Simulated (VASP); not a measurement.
Set up this calculation in VASP 6.6.1, as the native input.

```yaml
Task: single point
Functional: PBE
Potentials_or_basis: VASP PAW PBE potentials, release 64 (Ti_sv, Nb_sv, Te)
Cutoff: 500 eV
k_mesh: 6 × 6 × 6
Occupations: gaussian, width 0.1 eV
Spin: no spin polarisation
Dipole_correction: no
Further_INCAR_settings: ALGO = Normal; EDIFF = 1e-06; NBANDS = 54
```

The structure of TiNbTe3 lies in POSCAR:

```
TiNbTe3
1.0
    6.8788997319      0.0000000000      0.0000000000
   -3.4394498660      5.9573019179      0.0000000000
    0.0000000000      0.0000000000      6.1291586101
Ti Nb Te
2 2 6
Direct
    0.6666666667      0.3333333333      0.5000000000
    0.3333333333      0.6666666667      0.5000000000
    0.6666666667      0.3333333333      0.0000000000
    0.3333333333      0.6666666667      0.0000000000
    0.0000000000      0.6938938196      0.7461598375
    0.3061061804      0.0000000000      0.2538401625
    0.6938938196      0.6938938196      0.2538401625
    0.3061061804      0.3061061804      0.7461598375
    0.0000000000      0.3061061804      0.2538401625
    0.6938938196      0.0000000000      0.7461598375
```

This cell differs from its parent crystal: atoms taken out.

One way to write it, as run:

INCAR

```
SYSTEM = TiNbTe3
ALGO = Normal
EDIFF = 1E-6
ENCUT = 500
GGA = PE
GGA_COMPAT = .False.
ISIF = 2
ISMEAR = 0
LASPH = .True.
LCHARG = .False.
LREAL = .False.
LWAVE = .False.
NBANDS = 54
NELM = 120
PREC = Accurate
SIGMA = 0.1
```

KPOINTS

```
k-points
0
Gamma
  6 6 6
  0 0 0
```

Potentials or basis: VASP PAW PBE potentials, release 64 (Ti_sv, Nb_sv, Te).

The run is started by

```bash
$ cat potpaw_PBE.64/Ti_sv/POTCAR potpaw_PBE.64/Nb_sv/POTCAR potpaw_PBE.64/Te/POTCAR > POTCAR
$ mpirun -np 1 vasp_std > vasp.out
```

Results of the run:

```json
{
 "Pressure": "-0.1 GPa",
 "Largest force": "0.008 eV/Å",
 "Band gap on the k mesh": "zero (bands 43 and 44 overlap by 0.31 eV)"
}
```

Caveat: the cell differs from its parent crystal (atoms taken out); spin-orbit coupling is left out, which moves the levels of the heavy elements.

Run time: 15 min on 1 thread of Oxide Virtual Turin-like Processor, with other jobs on the host, peak memory 0.53 GiB.
